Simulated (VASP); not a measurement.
**GdN: single point with PBE+U**

GdN:

```
Gd N
1.0
     0.00000    2.51758    2.51758
     2.51758    0.00000    2.51758
     2.51758    2.51758    0.00000
Gd N
1 1
Cartesian
  0.0000 0.0000 0.0000
  2.5176 2.5176 2.5176
```

- Program: VASP 6.6.1
- Task: single point
- Functional: PBE
- Potentials or basis: VASP PAW PBE potentials, release 64 (Gd, N)
- Cutoff: 520 eV
- k mesh: 10 × 10 × 10
- Occupations: gaussian, width 0.05 eV
- Spin: collinear spin
- Starting moments: [7.64, -0.16] μB
- Hubbard terms: Gd f U = 6.0 eV

The pressure is -2.4 GPa and the band gap on the k mesh is zero (filled and empty bands overlap). The net moment is 7.00 μB per cell, the site moments are Gd +6.87; N -0.11 μB and the valence electrons inside the program's atomic spheres are Gd 15.19; N 3.62.

Levels at points of the mesh, in eV from the Fermi level:
Spin up:
| k point | band 12 | band 13 | band 14 | band 15 | band 16 | band 17 | band 18 | band 19 |
| --- | --- | --- | --- | --- | --- | --- | --- | --- |
| (0.00, 0.00, 0.00) | -6.15 | 0.23 | 0.23 | 0.23 | 2.63 | 2.63 | 2.63 | 3.18 |
| (0.50, 0.00, 0.00) | -6.11 | -4.08 | -2.27 | -2.27 | 5.16 | 5.86 | 5.86 | 6.51 |
| (0.50, 0.50, 0.00) | -6.19 | -1.29 | -0.23 | -0.17 | -0.17 | 6.43 | 6.46 | 7.49 |
Spin down:
| k point | band 5 | band 6 | band 7 | band 8 | band 9 | band 10 | band 11 | band 12 |
| --- | --- | --- | --- | --- | --- | --- | --- | --- |
| (0.00, 0.00, 0.00) | -12.78 | -0.32 | -0.32 | -0.32 | 3.44 | 3.44 | 3.44 | 3.66 |
| (0.50, 0.00, 0.00) | -10.98 | -3.84 | -2.19 | -2.19 | 4.44 | 4.80 | 4.80 | 5.09 |
| (0.50, 0.50, 0.00) | -12.48 | -1.01 | -0.43 | -0.43 | 0.42 | 4.87 | 4.90 | 5.00 |

Eigenvalues of the final occupation matrices:
```tsv
site	spin	trace	eigenvalues
site 1 f	1	6.94	0.99 0.99 0.99 0.99 0.99 0.99 0.99
site 1 f	2	0.04	0.00 0.00 0.00 0.00 0.01 0.01 0.01
```

It took 3 min on 1 thread of Intel Xeon 8259CL (shared host), peak memory 0.22 GiB.

Caveat: spin-orbit coupling is left out, which moves the levels of the heavy elements; a cell with one magnetic atom can't hold antiferromagnetic order, which such compounds often take.
